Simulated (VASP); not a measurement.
# FeO (I4/mmm) in VASP: further runs

The runs below take FeO through single point, with PBEsol, PBE, PBEsol-based global hybrid with 25 % exact exchange.

Program: VASP 6.6.1. These are calculated values, not measurements. Logs are shortened: lines on timing, memory, paths and dates and some standing lists are left out, and cuts for length are marked.

## Step 1: The cell of the first run

The structure is tetragonal, space group I4/mmm (No. 139). Conventional cell: a = 3.204 Å, b = 3.204 Å, c = 4.167 Å, α = 90.00°, β = 90.00°, γ = 90.00°. Fe (site symmetry 4/mmm) has 6 O at 2.08 to 2.27 Å within 2.8 Å. Within 2.8 Å of O (site symmetry 4/mmm) lie 6 Fe at 2.08 to 2.27 Å.

## Step 2: Single point, PBEsol

File INCAR:

```
ALGO = Normal ; EDIFF = 1E-6
ENCUT = 700 ; GGA = PS
GGA_COMPAT = F ; ISIF = 2
ISMEAR = -1 ; LASPH = T
LCHARG = F ; LREAL = F
LWAVE = F ; NBANDS = 18
NELM = 120 ; PREC = Accurate
SIGMA = 0.05
```

File KPOINTS:

```
k-points
0
Gamma
  12 12 12
```

File POSCAR:

```
FeO
1.0
   -1.6021034130      1.6021034130      2.0833922500
    1.6021034130     -1.6021034130      2.0833922500
    1.6021034130      1.6021034130     -2.0833922500
Fe O
1 1
Direct
    0.0000000000      0.0000000000      0.0000000000
    0.5000000000      0.5000000000      0.0000000000
```

Potentials or basis: VASP PAW PBE potentials, release 64 (Fe_sv, O).

Started as:

```console
> cat potpaw_PBE.64/Fe_sv/POTCAR potpaw_PBE.64/O/POTCAR > POTCAR
> mpirun -np 1 vasp_std > vasp.out
```

OUTCAR:

```text
EDIFF = 1E-6
   ENCUT = 700
   GGA = PS
   ISIF = 2
   ISMEAR = -1
   LASPH = T
   LREAL = F
   NELM = 120
   PREC = Accurate

 ion  position               nearest neighbor table
   1  0.000  0.000  0.000-   2 2.08   2 2.08
   2  0.500  0.500  0.000-   1 2.08   1 2.08

  LATTYP: Found a body centered tetragonal cell.
 ALAT       =     3.2042068260
 C/A-ratio  =     1.3004105934

  Lattice vectors:

 A1 = (  -1.6021034130,   1.6021034130,   2.0833922500)
 A2 = (   1.6021034130,  -1.6021034130,   2.0833922500)
 A3 = (   1.6021034130,   1.6021034130,  -2.0833922500)

Analysis of symmetry for initial positions (statically):
=====================================================================
 Subroutine PRICEL returns:
 Original cell was already a primitive cell.

 Routine SETGRP: Setting up the symmetry group for a
 body centered tetragonal supercell.

 Subroutine GETGRP returns: Found 16 space group operations
 (whereof 16 operations were pure point group operations)
 out of a pool of 16 trial point group operations.

The static configuration has the point symmetry D_4h.

Analysis of symmetry for dynamics (positions and initial velocities):
=====================================================================
 Subroutine PRICEL returns:
 Original cell was already a primitive cell.

 Routine SETGRP: Setting up the symmetry group for a
 body centered tetragonal supercell.

 Subroutine GETGRP returns: Found 16 space group operations
 (whereof 16 operations were pure point group operations)
 out of a pool of 16 trial point group operations.

The dynamic configuration has the point symmetry D_4h.

 Subroutine INISYM returns: Found 16 space group operations
 (whereof 16 operations are pure point group operations),
 and found     1 'primitive' translations

----------------------------------------------------------------------------------------

                                     Primitive cell

  volume of cell :      21.3901

  direct lattice vectors                    reciprocal lattice vectors
    -1.602103413  1.602103413  2.083392250     0.000000000  0.312089717  0.239993213
[... 78 lines left out ...]
   ISTART =      0    job   : 0-new  1-cont  2-samecut
   ICHARG =      2    charge: 1-file 2-atom 10-const
   ISPIN  =      1    spin polarized calculation?
   LNONCOLLINEAR =      F non collinear calculations
   LSORBIT =      F    spin-orbit coupling
   LASPH  =      T    aspherical Exc in radial PAW
   ENCUT  =  700.0 eV  51.45 Ry    7.17 a.u.   6.64  6.64  6.64*2*pi/ulx,y,z
   NELM   =    120;   NELMIN=  2; NELMDL= -5     # of ELM steps
   EDIFF  = 0.1E-05   stopping-criterion for ELM
   LREAL  =      F    real-space projection
   EDIFFG = 0.1E-04   stopping-criterion for IOM
   NSW    =      0    number of steps for IOM
   IBRION =     -1    ionic relax: 0-MD 1-quasi-New 2-CG
   NFREE  =      0    steps in history (QN), initial steepest desc. (CG)
   ISIF   =      2    stress and relaxation
   ISYM   =      2    0-nonsym 1-usesym 2-fastsym
   POTIM  = 0.5000    time-step for ionic-motion
   TEBEG  =    0.0;   TEEND  =   0.0 temperature during run
   PSTRESS=    0.0 pullay stress
   NELECT =      22.0000    total number of electrons
   NUPDOWN=      -1.0000    fix difference up-down
   EMIN   =  10.00;   EMAX   =-10.00  energy-range for DOS
   EFERMI =   0.00;   METHOD = LEGACY
   ISMEAR =    -1;   SIGMA  =   0.05  broadening in eV -4-tet -1-fermi 0-gaus
   EFERMI_NEDOS =   21; number of points for ismear=-14 and -15
   IALGO  =     38    algorithm
   IMIX   =      4    mixing-type and parameters
     AMIX     =   0.40;   BMIX     =  1.00
     AMIX_MAG =   1.60;   BMIX_MAG =  1.00
  volume/ion in A,a.u.               =      10.70        72.17
  Fermi-wavevector in a.u.,A,eV,Ry     =   1.652513  3.122798 37.154801  2.730801
  Thomas-Fermi vector in A             =   2.741110
   LORBIT       =      0    0 simple, 1 ext, 2 COOP (PROOUT), +10 PAW based schemes
   GGA     = PS    functional components
   LHFCALC =     F    Hartree Fock is set to
   AEXX    =    0.0000 exact exchange contribution
   IVDW    =     0    specifies the selected vdW correction
   LEPSILON=     F    determine dielectric tensor
   LRPA    =     F    only Hartree local field effects (RPA)
 non-spin polarized calculation
  energy-cutoff  :      700.00
  volume of cell :       21.39
 maximum number of plane-waves:       911
   NGX = 13   NGY = 13   NGZ = 13

 number of electron      21.9999994 magnetization

 Free energy of the ion-electron system (eV)
  ---------------------------------------------------
  ext. energy  EPLUGINS =         0.00000000
  ---------------------------------------------------
  free energy    TOTEN  =       -14.22514438 eV

  energy without entropy =      -14.14883335  energy(sigma->0) =      -14.18698887

 E-fermi :   7.9999     XC(G=0): -12.4306

 val. band max:        7.9991710325   @ k =  -0.3333   0.5000   0.1667
 cond. band min:       8.0020260101   @ k =   0.5000   0.2500   0.0000
 fundamental gap:      0.0028549776
 Fermi energy:         7.9999447454

 k-point     1 :       0.0000    0.0000    0.0000
  band No.  band energies     occupation
      1     -78.4982      2.00000
      2     -44.8588      2.00000
      3     -44.6223      2.00000
      4     -44.6223      2.00000
      5     -11.9326      2.00000
      6       4.3634      2.00000
[... 481 lines left out ...]
      5     -11.1183      2.00000
      6       1.2269      2.00000
[... 10 lines left out ...]
     17      22.5458      0.00000
     18      26.4773      0.00000

 [... further k-points ...]

------------------------ aborting loop because EDIFF is reached ----------------------------------------

  FORCE on cell =-STRESS in cart. coord.  units (eV):
  Direction    XX          YY          ZZ          XY          YZ          ZX
  --------------------------------------------------------------------------------------
  -------------------------------------------------------------------------------------
  Total       -4.8567584     -4.8567584     -5.4789986      0.0000000      0.0000000     -0.0000000
  in kB     -363.7851421   -363.7851421   -410.3927176      0.0000000      0.0000000     -0.0000000
  external PRESSURE =    -379.3210006 kB  Pullay stress =       0.0000000 kB

 VOLUME and BASIS-vectors are now :
 -----------------------------------------------------------------------------
  energy-cutoff  :      700.00
  volume of cell :       21.39
      direct lattice vectors                 reciprocal lattice vectors
    -1.602103413  1.602103413  2.083392250     0.000000000  0.312089717  0.239993213
     1.602103413 -1.602103413  2.083392250     0.312089717  0.000000000  0.239993213
     1.602103413  1.602103413 -2.083392250     0.312089717  0.312089717  0.000000000

 POSITION                                       TOTAL-FORCE (eV/Angst)
 -----------------------------------------------------------------------------------
      0.00000      0.00000      0.00000        -0.000000      0.000000     -0.000000
      0.00000      0.00000      2.08339         0.000000     -0.000000      0.000000
 -----------------------------------------------------------------------------------
    total drift:                                0.000000     -0.000000     -0.000000

  FREE ENERGIE OF THE ION-ELECTRON SYSTEM (eV)
  ---------------------------------------------------
  free  energy   TOTEN  =       -14.2251443785 eV

  energy  without entropy=      -14.1488333541  energy(sigma->0) =      -14.18698887
```

stdout:

```text
POSCAR found type information on POSCAR FeO
 POSCAR found :  2 types and       2 ions
 scaLAPACK will be used
 -----------------------------------------------------------------------------
|                                                                             |
|                                                                             |
|     You enforced a specific xc type in the INCAR file but a different       |
|     I HOPE YOU KNOW WHAT YOU ARE DOING!                                     |
|                                                                             |
 -----------------------------------------------------------------------------

 LDA part: xc-table for (Slater+PW92), standard interpolation
 POSCAR, INCAR and KPOINTS ok, starting setup
 FFT: planning ... GRIDC
 FFT: planning ... GRID_SOFT
 FFT: planning ... GRID
 WAVECAR not read
 entering main loop
```

Run time: 59 s. Hardware: 1 thread of Intel Xeon Platinum 8488C (Sapphire Rapids), shared host; peak memory 0.22 GiB.

Results:

| Property | Result |
| --- | --- |
| Free energy | -14.2251 eV |
| Pressure | -37.9 GPa |
| Band gap on the k mesh | zero (bands 11 and 12 overlap by 0.90 eV) |

Stress tensor (GPa, compression positive):
```
-36.38   0.00   0.00
  0.00 -36.38   0.00
  0.00   0.00 -41.04
```

Caveat: the cell stands under tension; the PAW data sets were made with another functional, which shifts forces and pressure a little; the run has no spin polarisation, though such a crystal can be magnetic; semilocal functionals often make such compounds metallic where correlation or magnetic order opens a gap, which also shifts bond lengths. With open d or f shells a metallic result of PBEsol can be an artefact of self-interaction; +U or a hybrid may open a gap.

## Step 3: Single point, PBE, collinear spin, ferromagnetic start

File INCAR:

```
PREC     = Accurate       # precision mode
ENCUT    = 700            # plane-wave cutoff, eV
EDIFF    = 1E-6           # SCF threshold, eV
ISMEAR   = -1             # smearing method
SIGMA    = 0.05           # smearing width, eV
LREAL    = F              # projectors in reciprocal space
LASPH    = T              # aspherical terms in the spheres
NELM     = 200            # most SCF steps
ALGO     = Normal         # electronic algorithm
ISIF     = 2              # what is computed and relaxed
LWAVE    = F              # write WAVECAR
LCHARG   = F              # write CHGCAR
ISPIN    = 2              # spin polarisation
MAGMOM   = 2.2 0          # initial moments
LORBIT   = 11             # projections on sites
NUPDOWN  = 2.2            # fixed moment
LMAXMIX  = 4              # l up to which the mixer works
GGA      = PE             # functional
NBANDS   = 22             # bands
GGA_COMPAT= F
```

File KPOINTS:

```
regular mesh
0
Gamma
  10 10 10
```

POSCAR is that of step 2.

Potentials or basis: VASP PAW PBE potentials, release 64 (Fe_sv, O).

Started as:

```console
> cat potpaw_PBE.64/Fe_sv/POTCAR potpaw_PBE.64/O/POTCAR > POTCAR
> mpirun -np 1 vasp_std > vasp.out
```

Run time: 3 min. Hardware: 1 thread of Intel Xeon Platinum 8375C at 2.90GHz (Ice Lake), shared host; peak memory 0.25 GiB.

It converged, with:

```
Free energy                                           : -14.1442 eV
Pressure                                              : -23.9 GPa
Net moment                                            : 2.20 μB per cell
Site moments                                          : Fe +2.09; O -0.02 μB
Valence electrons inside the program's atomic spheres : Fe 13.67; O 4.91
```

Stress tensor (GPa, compression positive):
```
-23.36   0.00   0.00
  0.00 -23.36   0.00
  0.00   0.00 -25.00
```

Caveat: the cell stands under tension; the total moment is fixed, so each spin has its own Fermi level and the state may be an excited one; a cell with one magnetic atom can't hold antiferromagnetic order, which such compounds often take.

## Step 4: Single point, PBEsol-based global hybrid with 25 % exact exchange, collinear spin, ferromagnetic start

This run uses another cell than the first one, of 10.13 Å³/atom.

File POSCAR:

```
FeO
1.0
   -1.5843975390      1.5843975390      2.0184805394
    1.5843975390     -1.5843975390      2.0184805394
    1.5843975390      1.5843975390     -2.0184805394
Fe O
1 1
Direct
    0.0000000000      0.0000000000      0.0000000000
    0.5000000000      0.5000000000      0.0000000000
```

File INCAR.step1:

```
PREC = Accurate
ENCUT = 520
EDIFF = 1E-5
ISMEAR = -1
SIGMA = 0.05
LREAL = False
LASPH = True
NELM = 150
ALGO = Normal
ISIF = 2
LWAVE = True
LCHARG = False
ISPIN = 2
MAGMOM = 3 0
LORBIT = 11
LMAXMIX = 4
NBANDS = 18
GGA = PE
KPAR = 4
```

File INCAR.step2:

```
PREC = Accurate
ENCUT = 520
EDIFF = 1E-7
ISMEAR = -1
SIGMA = 0.05
LREAL = False
LASPH = True
NELM = 150
ALGO = Normal
ISIF = 2
LWAVE = False
LCHARG = False
ISPIN = 2
MAGMOM = 3 0
LORBIT = 11
LMAXMIX = 4
GGA = PS
LHFCALC = True
AEXX = 0.25
PRECFOCK = Normal
NBANDS = 18
ISTART = 1
KPAR = 4
```

File KPOINTS:

```
regular mesh
0
Gamma
  6 6 6
```

Potentials or basis: VASP PAW PBE potentials, release 64 (Fe, O).

Started as:

```console
> cat potpaw_PBE.64/Fe/POTCAR potpaw_PBE.64/O/POTCAR > POTCAR
> cp INCAR.step1 INCAR
> mpirun -np 4 vasp_std > vasp.out
> cp INCAR.step2 INCAR
> mpirun -np 4 vasp_std > vasp.out
```

Run time: 21 min. Hardware: 4 MPI ranks of Intel Xeon 6975P-C (Granite Rapids), shared host; peak memory 0.16 GiB.

Results (log left out):

* Free energy: -23.7559 eV
* Pressure: 0.8 GPa
* Band gap on the k mesh: 1.62 eV (least direct gap 1.65 eV)
* Net moment: 4.00 μB per cell
* Site moments: Fe +3.66; O +0.23 μB
* Valence electrons inside the program's atomic spheres: Fe 6.76; O 5.05

Stress tensor (GPa, compression positive):
```
0.42 0.00 0.00
0.00 0.42 0.00
0.00 0.00 1.42
```

Levels at points of the mesh, in eV from the valence-band top:
Spin up:
```tsv
k point	band 5	band 6	band 7	band 8	band 9	band 10	band 11	band 12	band 13	band 14
(0.00, 0.00, 0.00)	-4.60	-4.14	-3.69	-3.69	-3.51	2.48	17.87	19.38	19.38	20.11
(0.50, 0.00, 0.00)	-4.34	-3.97	-2.79	-0.93	-0.48	6.25	11.46	13.94	16.51	22.05
(0.50, 0.50, 0.00)	-4.71	-4.58	-4.29	-3.75	-2.74	7.86	11.07	13.29	17.39	18.73
(0.50, 0.50, 0.50)	-4.76	-4.36	-4.36	-4.13	-4.02	8.08	12.27	12.50	16.86	16.86
```
Spin down:
| k point | band 1 | band 2 | band 3 | band 4 | band 5 | band 6 | band 7 | band 8 | band 9 | band 10 |
| --- | --- | --- | --- | --- | --- | --- | --- | --- | --- | --- |
| (0.00, 0.00, 0.00) | -21.61 | -3.42 | -2.85 | -2.85 | -1.04 | 2.49 | 3.27 | 3.27 | 4.65 | 4.78 |
| (0.50, 0.00, 0.00) | -20.32 | -8.20 | -5.19 | -4.69 | -0.20 | 5.10 | 5.16 | 6.90 | 6.92 | 7.14 |
| (0.50, 0.50, 0.00) | -20.42 | -7.09 | -4.68 | -3.78 | -0.03 | 1.62 | 4.54 | 5.52 | 5.73 | 9.49 |
| (0.50, 0.50, 0.50) | -20.22 | -6.90 | -4.59 | -4.59 | -2.74 | 5.01 | 5.39 | 5.40 | 5.74 | 9.48 |

Caveat: the k points lie up to 0.42 Å⁻¹ apart; the PAW data sets were made with another functional, which shifts forces and pressure a little; a cell with one magnetic atom can't hold antiferromagnetic order, which such compounds often take. A k mesh can miss the band edges.

## Step 5: Single point, PBE

File INCAR:

```
SYSTEM = FeO
  PREC = Accurate
  ENCUT = 700
  EDIFF = 1E-6
  ISMEAR = -1
  SIGMA = 0.05
  LREAL = .FALSE.
  LASPH = .TRUE.
  NELM = 120
  ALGO = Normal
  ISIF = 2
  LWAVE = .FALSE.
  LCHARG = .FALSE.
  GGA = PE
  NBANDS = 18
  GGA_COMPAT = .FALSE.
```

File KPOINTS:

```
Automatic mesh
0
G
  12 12 12
  0 0 0
```

File POSCAR:

```
FeO
1.0
   -1.6021034130      1.6021034130      2.0833922500
    1.6021034130     -1.6021034130      2.0833922500
    1.6021034130      1.6021034130     -2.0833922500
Fe O
1 1
Direct
    0.0000000000      0.0000000000      0.0000000000
    0.5000000000      0.5000000000      0.0000000000
```

Potentials or basis: VASP PAW PBE potentials, release 64 (Fe_sv, O).

Started as:

```console
> cat potpaw_PBE.64/Fe_sv/POTCAR potpaw_PBE.64/O/POTCAR > POTCAR
> mpirun -np 1 vasp_std > vasp.out
```

Wall time 45 s (1 thread of Intel Xeon 6975P-C (Granite Rapids), shared host); peak memory 0.22 GiB.

Results (log left out):

* Free energy: -13.3981 eV
* Pressure: -30.7 GPa
* Band gap on the k mesh: zero (bands 11 and 12 overlap by 0.89 eV)

Stress tensor (GPa, compression positive):
```
-29.97   0.00   0.00
  0.00 -29.97   0.00
  0.00   0.00 -32.10
```

Levels at points of the mesh, in eV from the Fermi level:
```csv
k point,band 7,band 8,band 9,band 10,band 11,band 12,band 13,band 14,band 15,band 16
"(0.00, 0.00, 0.00)",-3.35,-3.35,-1.29,-1.29,-0.92,-0.85,-0.74,0.94,15.94,17.71
"(0.50, 0.00, 0.00)",-5.31,-5.10,-0.29,-0.22,-0.03,1.33,1.79,4.75,8.78,12.32
"(0.50, 0.50, 0.00)",-4.60,-4.09,-2.20,-0.39,0.01,0.03,0.05,6.19,8.55,12.18
"(0.50, 0.50, 0.50)",-4.57,-4.57,-2.12,-0.16,-0.03,-0.03,0.02,6.34,9.58,11.19
```

Caveat: the cell stands under tension; the run has no spin polarisation, though such a crystal can be magnetic; semilocal functionals often make such compounds metallic where correlation or magnetic order opens a gap, which also shifts bond lengths. With open d or f shells a metallic result of PBE can be an artefact of self-interaction; +U or a hybrid may open a gap.

## Step 6: Single point, PBEsol, collinear spin, ferromagnetic start

File INCAR:

```
SYSTEM = FeO
  PREC = Accurate
  ENCUT = 700
  EDIFF = 1E-6
  ISMEAR = -1
  SIGMA = 0.05
  LREAL = .FALSE.
  LASPH = .TRUE.
  NELM = 200
  ALGO = Normal
  ISIF = 2
  LWAVE = .FALSE.
  LCHARG = .FALSE.
  ISPIN = 2
  MAGMOM = 4.5 0
  LORBIT = 11
  NUPDOWN = 4.5
  LMAXMIX = 4
  GGA = PS
  NBANDS = 22
  GGA_COMPAT = .FALSE.
```

File KPOINTS:

```
Automatic mesh
0
G
  10 10 10
  0 0 0
```

POSCAR is that of step 5.

Potentials or basis: VASP PAW PBE potentials, release 64 (Fe_sv, O).

Started as:

```console
> cat potpaw_PBE.64/Fe_sv/POTCAR potpaw_PBE.64/O/POTCAR > POTCAR
> mpirun -np 1 vasp_std > vasp.out
```

It took 3.1 min on 1 thread of AMD EPYC 7R43 (Zen 3), shared host; peak memory 0.21 GiB.

Results (log left out):

- Free energy: -15.0951 eV
- Pressure: -7.3 GPa
- Net moment: 4.50 μB per cell
- Site moments: Fe +3.65; O +0.44 μB
- Valence electrons inside the program's atomic spheres: Fe 13.52; O 4.94

Stress tensor (GPa, compression positive):
```
-9.16  0.00  0.00
 0.00 -9.16  0.00
 0.00  0.00 -3.43
```

Caveat: the stress differs along the axes, from -9 to -3 GPa; the PAW data sets were made with another functional, which shifts forces and pressure a little; the total moment is fixed, so each spin has its own Fermi level and the state may be an excited one; a cell with one magnetic atom can't hold antiferromagnetic order, which such compounds often take.

## Step 7: Summary

| level | potentials or basis | spin | fixed moment (μB) | cell | k mesh | cutoff (eV) | grid for exact exchange (PRECFOCK) | share of exact exchange | gap on the mesh (eV) | pressure (GPa) | moment (μB) |
| --- | --- | --- | --- | --- | --- | --- | --- | --- | --- | --- | --- |
| PBEsol | VASP PAW PBE potentials, release 64 (Fe_sv, O) | off | - | a = 3.078 Å, angles 117.3, 117.3, 94.8°, 2 atoms | 12 × 12 × 12 | 700 | - | - | none | -37.9 | - |
| PBE | VASP PAW PBE potentials, release 64 (Fe_sv, O) | collinear, ferromagnetic start | 2.2 | a = 3.078 Å, angles 117.3, 117.3, 94.8°, 2 atoms | 10 × 10 × 10 | 700 | - | - | - | -23.9 | 2.20 |
| PBEsol-based global hybrid with 25 % exact exchange | VASP PAW PBE potentials, release 64 (Fe, O) | collinear, ferromagnetic start | - | a = 3.016 Å, angles 116.6, 116.6, 96.0°, 2 atoms | 6 × 6 × 6 | 520 | Normal | 0.25 | 1.62 | 0.8 | 4.00 |
| PBE | VASP PAW PBE potentials, release 64 (Fe_sv, O) | off | - | a = 3.078 Å, angles 117.3, 117.3, 94.8°, 2 atoms | 12 × 12 × 12 | 700 | - | - | none | -30.7 | - |
| PBEsol | VASP PAW PBE potentials, release 64 (Fe_sv, O) | collinear, ferromagnetic start | 4.5 | a = 3.078 Å, angles 117.3, 117.3, 94.8°, 2 atoms | 10 × 10 × 10 | 700 | - | - | - | -7.3 | 4.50 |

Alike in all rows: task single point; smearing fermi-dirac 0.05 eV.

Caveats: some runs use coarse meshes; the cell stands under tension (at least some runs); the PAW data sets were made with another functional, which shifts forces and pressure a little (at least some runs); a cell with one magnetic atom can't hold antiferromagnetic order, which such compounds often take (at least some runs); semilocal functionals often make such compounds metallic where correlation or magnetic order opens a gap, which also shifts bond lengths (at least some runs); the total moment is fixed, so each spin has its own Fermi level and the state may be an excited one (at least some runs); the stress differs along the axes, from -9 to -3 GPa (at least some runs).

Absolute energies hang on the potentials; compare differences alone.
